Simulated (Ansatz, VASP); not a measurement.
## Cu: VASP beside Ansatz

Contents of POSCAR:

```
Cu
1.0
   -1.4476911077      1.4476911077      1.3693140242
    1.4476911077     -1.4476911077      1.3693140242
    2.8953822153      2.8953822153      0.0000000000
Cu
2
Direct
    0.0000000000      0.0000000000      0.0000000000
    0.5000000000      0.5000000000      0.5000000000
```

File INCAR.step1:

```
PREC     = Accurate       # precision mode
ENCUT    = 520            # plane-wave cutoff, eV
ISMEAR   = 0              # smearing method
SIGMA    = 0.15           # smearing width, eV
LREAL    = False          # projectors in reciprocal space
LASPH    = True           # aspherical terms in the spheres
NELM     = 60             # most SCF steps
NBANDS   = 18             # bands
GGA      = PE             # functional
ALGO     = Normal         # electronic algorithm
EDIFF    = 1E-4           # SCF threshold, eV
LWAVE    = True           # write WAVECAR
LCHARG   = False          # write CHGCAR
```

Contents of INCAR.step2:

```
PREC     = Accurate       # precision mode
ENCUT    = 520            # plane-wave cutoff, eV
EDIFF    = 1E-7           # SCF threshold, eV
ISMEAR   = 0              # smearing method
SIGMA    = 0.15           # smearing width, eV
LREAL    = False          # projectors in reciprocal space
LASPH    = True           # aspherical terms in the spheres
NELM     = 60             # most SCF steps
ALGO     = Normal         # electronic algorithm
ISIF     = 2              # what is computed and relaxed
LWAVE    = False          # write WAVECAR
LCHARG   = False          # write CHGCAR
METAGGA  = R2SCAN         # meta-GGA
LMIXTAU  = True         
NBANDS   = 18             # bands
ISTART   = 1
```

The input KPOINTS:

```
Automatic mesh
0
Gamma
  14 14 8
```

Input for Ansatz:

```yaml
crystal:
  lattice:
    - [-1.4476911077, 1.4476911077, 1.3693140242]
    - [1.4476911077, -1.4476911077, 1.3693140242]
    - [2.8953822153, 2.8953822153, 0.0]
  atoms:
    - { symbol: Cu, position: [0.0, 0.0, 0.0] }
    - { symbol: Cu, position: [0.5, 0.5, 0.5] }
basis:
  ecutwfc: 500
kpoints:
  mp_grid: { grid: [14, 14, 8] }
hamiltonian:
  xc: r2scan
scf:
  occupations: { method: gaussian, width: 0.15 }
output:
  forces: true
  stress: true
  eigenvalues: true
```

Alike in both runs: task single point; functional r2SCAN; k mesh 14 × 14 × 8; occupations gaussian, width 0.15 eV; no spin polarisation.

|  | VASP | Ansatz |
| --- | --- | --- |
| version | VASP 6.6.1 | Ansatz 0.2.0 |
| potentials or method | VASP PAW PBE potentials, release 64 (Cu), cutoff 520 eV | scalar-relativistic, plane waves, PAW |
| valence electrons in the cell | 22 | 38 |

```tsv
	VASP	Ansatz	Ansatz less VASP
gap on the k mesh at the Fermi level (eV)	none	none	-
pressure (GPa)	0.5	0.0	-0.54
traceless stress, the component that is largest in VASP (GPa)	-0.40	-0.37	+0.034
```

VASP's potentials were made for PBE, not for r2SCAN. A gap of «none» marks a metal or a gap that the smearing closes. VASP's potentials hold 22 valence electrons a cell and Ansatz's 38, so a difference there can come from the potentials and not from the codes.
